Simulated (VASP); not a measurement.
Runs of VASP 6.6.1 on TaN. The structure is that of space group P-6m2 (No. 187), or close to it. The cells are those of the table. 

```csv
task,cell,cutoff (eV),gap on the mesh (eV),pressure (GPa)
relaxation of cell and atoms,"relaxed to 1 GPa from a = 2.924, b = 2.924, c = 2.871 Å, angles 90.0, 90.0, 120.0°, 2 atoms",600,none,1.0
single point,"a = 2.913, b = 2.913, c = 2.862 Å, angles 90.0, 90.0, 120.0°, 2 atoms",520,none,4.9
single point,"a = 2.921, b = 2.921, c = 2.869 Å, angles 90.0, 90.0, 120.0°, 2 atoms",520,none,1.8
single point,"a = 2.924, b = 2.924, c = 2.871 Å, angles 90.0, 90.0, 120.0°, 2 atoms",520,none,0.8
single point,"a = 2.885, b = 2.885, c = 2.839 Å, angles 90.0, 90.0, 120.0°, 2 atoms",520,none,(b)
single point,"a = 2.918, b = 2.918, c = 2.866 Å, angles 90.0, 90.0, 120.0°, 2 atoms",520,none,(a)
single point,"a = 2.897, b = 2.897, c = 2.849 Å, angles 90.0, 90.0, 120.0°, 2 atoms",520,none,11.0
single point,"a = 2.905, b = 2.905, c = 2.855 Å, angles 90.0, 90.0, 120.0°, 2 atoms",520,none,7.9
```

Alike in all rows: level PBEsol; potentials or basis VASP PAW PBE potentials, release 64 (Ta_pv, N); no spin polarisation; k mesh 18 × 18 × 16; smearing fermi-dirac 0.05 eV.

**Question.** Fill in the values left out.

**Answer.** (a) 2.9; (b) 16.0.

Caveats: the PAW data sets were made with another functional, which shifts forces and pressure a little; spin-orbit coupling is left out, which moves the levels of the heavy elements; the cell stands under pressure (at least some runs); the cell is relaxed towards a set pressure, so the run minimises the enthalpy, not the energy (at least some runs).

A k mesh can miss the band edges, and the runs leave out spin-orbit coupling on Ta.

A gap of «none» marks levels without a gap at the run's occupations.
